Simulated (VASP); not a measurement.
Runs of VASP 6.6.1 on EuO. The structure is that of space group Fm-3m (No. 225), or close to it. The cells are those of the table. 

```csv
task,level,cell,gap on the mesh (eV),pressure (GPa),moment (μB),relaxed volume (Å³/atom)
relaxation of cell and atoms,LDA,"relaxed from a = 3.637 Å, angles 60.0°, 2 atoms",none,0.0,6.78,14.74
relaxation of cell and atoms,RPBE,"relaxed from a = 3.637 Å, angles 60.0°, 2 atoms",none,0.0,6.97,16.82
relaxation of cell and atoms,PBE+D4,"relaxed from a = 3.637 Å, angles 60.0°, 2 atoms",none,0.0,6.90,(a)
single point,LDA,"a = 3.467 Å, angles 60.0°, 2 atoms",none,0.1,6.78,-
single point,RPBE,"a = 3.629 Å, angles 60.0°, 2 atoms",none,-0.3,6.97,-
single point,PBE+D4,"a = 3.546 Å, angles 60.0°, 2 atoms",none,-0.3,6.90,-
```

Alike in all rows: potentials or basis VASP PAW PBE potentials, release 64 (Eu, O); spin collinear, ferromagnetic start; k mesh 8 × 8 × 8; cutoff (eV) 600; smearing fermi-dirac 0.1 eV.

**Question.** Estimate the missing entries.

**Answer.** (a) 15.71.

Caveats: spin-orbit coupling is left out, which moves the levels of the heavy elements; a cell with one magnetic atom can't hold antiferromagnetic order, which such compounds often take; semilocal functionals describe open f shells poorly, which spoils levels, moments and volumes; the PAW data sets were made with another functional, which shifts forces and pressure a little (at least some runs).

A k mesh can miss the band edges, and the runs leave out spin-orbit coupling on Eu.

A gap of «none» marks levels without a gap at the run's occupations.
